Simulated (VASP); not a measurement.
Input of a VASP 6.6.1 run:

The input POSCAR:

```
AlNi
1.0
    1.9386940000     -1.9531901500      0.0000000000
    1.9386940000      1.9531901500      0.0000000000
    0.0000000000      0.0000000000      3.0994300413
Al Ni
1 1
Direct
    0.0000000000      0.0000000000      0.0000000000
    0.5000000000      0.5000000000      0.5000000000
```

INCAR.step1

```
ALGO = Normal
EDIFF = 1E-4
ENCUT = 520
GGA = PE
ISMEAR = 0
LASPH = True
LCHARG = False
LREAL = False
LWAVE = True
NBANDS = 14
NELM = 100
PREC = Accurate
SIGMA = 0.1
```

Contents of INCAR.step2:

```
ALGO = Normal
EDIFF = 1E-7
ENCUT = 520
ISIF = 2
ISMEAR = 0
ISTART = 1
LASPH = True
LCHARG = True
LELF = True
LMIXTAU = True
LREAL = False
LVHAR = True
LWAVE = False
METAGGA = R2SCAN
NBANDS = 14
NELM = 100
PREC = Accurate
SIGMA = 0.1
```

KPOINTS

```
k-points
0
Gamma
  10 10 8
```

Potentials or basis: VASP PAW PBE potentials, release 64 (Al, Ni).

The run is started by

```sh
$ cat potpaw_PBE.64/Al/POTCAR potpaw_PBE.64/Ni/POTCAR > POTCAR
$ cp INCAR.step1 INCAR
$ mpirun -np 1 vasp_std > vasp.out
$ cp INCAR.step2 INCAR
$ mpirun -np 1 vasp_std > vasp.out
```

Question: What does it give for the band gap on the k mesh?

Answer: Zero (an odd number of electrons rules out a gap without spin polarisation).

Question: Estimate the pressure.

Answer: 0.4 GPa.

Stress tensor (GPa, compression positive):
```
 3.84  0.00  0.00
 0.00  2.01  0.00
 0.00  0.00 -4.68
```

Caveat: the stress differs along the axes, from -5 to 4 GPa; the PAW data sets were made with another functional, which shifts forces and pressure a little. Spin polarisation is off, so any magnetic state and its effect on volume and gap are missing.
